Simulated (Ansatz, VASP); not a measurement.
**Two plane-wave programs on Hf2S**

```
Hf S
1.0
     3.37427    0.00000    0.00000
    -1.68714    2.92221    0.00000
     0.00000    0.00000   11.71741
Hf S
4 2
Direct
  0.66667 0.33333 0.89981
  0.33333 0.66667 0.39981
  0.66667 0.33333 0.60019
  0.33333 0.66667 0.10019
  0.00000 0.00000 0.75000
  0.00000 0.00000 0.25000
```

Alike in both runs: task single point; functional PBEsol; k mesh 12 × 12 × 4; no spin polarisation.

```csv
,VASP,Ansatz
version,VASP 6.6.1,Ansatz 0.2.0
potentials or method,"VASP PAW PBE potentials, release 64 (Hf_pv, S), cutoff 520 eV","scalar-relativistic, plane waves, PAW"
occupations,"methfessel-paxton of order 1, width 0.3 eV","cold, width 0.3 eV"
valence electrons in the cell,52,116
```

|  | VASP | Ansatz | Ansatz less VASP |
| --- | --- | --- | --- |
| gap on the k mesh at the Fermi level (eV) | none | none | - |
| pressure (GPa) | -3.3 | -2.8 | +0.49 |
| traceless stress, the component that is largest in VASP (GPa) | 0.35 | 0.45 | +0.097 |
| rms of the force components (eV/Å) | 0.092 | 0.078 | -0.0142 |

VASP's potentials were made for PBE, not for PBEsol. Atom by atom the forces differ by 0.014 eV/Å (rms over components). A gap of «none» marks a metal or a gap that the smearing closes. VASP's potentials hold 52 valence electrons a cell and Ansatz's 116, so a difference there can come from the potentials and not from the codes.

Neither program's run includes spin-orbit coupling.
